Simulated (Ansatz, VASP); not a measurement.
# One calculation of Ta, two programs

```
Ta
1.0
    -1.65940    1.65940    1.65940
     1.65940   -1.65940    1.65940
     1.65940    1.65940   -1.65940
Ta
1
Direct
  0.00000 0.00000 0.00000
```

Alike in both runs: functional PBE; k mesh 17 × 17 × 17; occupations fermi-dirac, width 0.05 eV; non-collinear spin, spin-orbit coupling.

Ansatz relaxed the structure, and its values are those at the end. VASP's run is a single point on that final structure, the one shown.

|  | VASP | Ansatz |
| --- | --- | --- |
| version | VASP 6.6.1 | Ansatz 0.2.0 |
| potentials or method | VASP PAW PBE potentials, release 64 (Ta_pv) | PAW with Ansatz's default frozen-core files, fully relativistic files with spin-orbit coupling |
| plane-wave cutoff (eV) | 520 | 420 |
| valence electrons in the cell | 11 | 13 |

|  | VASP | Ansatz | Ansatz less VASP |
| --- | --- | --- | --- |
| pressure (GPa) | 0.0 | 0.0 | +0.02 |
| net moment per atom (μB) | 0.00 | 0.00 | 0.000 |

VASP's potentials hold 11 valence electrons a cell and Ansatz's 13, so a difference there can come from the potentials and not from the codes.
